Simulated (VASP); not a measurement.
**AlN: phonons with r2SCAN**

AlN:

```
Al N
1.0
     0.00000    2.17392    2.17392
     2.17392    0.00000    2.17392
     2.17392    2.17392    0.00000
Al N
1 1
Cartesian
  0.0000 0.0000 0.0000
  1.0870 1.0870 1.0870
```

```
Program                : VASP 6.6.1
Task                   : phonons
Functional             : r2SCAN
Potentials or basis    : VASP PAW PBE potentials, release 64 (Al, N)
Cutoff                 : 520 eV
k mesh                 : 10 × 10 × 10
Occupations            : gaussian, width 0.01 eV
Spin                   : no spin polarisation
Dipole correction      : no
Further INCAR settings : ALGO = Normal; EDIFF = 1e-08; NBANDS = 11; IBRION = 6; POTIM = 0.015; NSW = 1
```

The highest phonon frequency at Γ, LO-TO splitting left out is 681 cm⁻¹.

Phonon frequencies in cm⁻¹ (negative: imaginary):
```tsv
q point	frequencies
(0.000, 0.000, 0.000)	-3 -3 -3 681 681 681
```

It took 10 min on 1 thread of Intel Xeon 8259CL, with other jobs on the host, peak memory 0.19 GiB.

Caveat: the cell stands under pressure or tension, which shifts response properties.
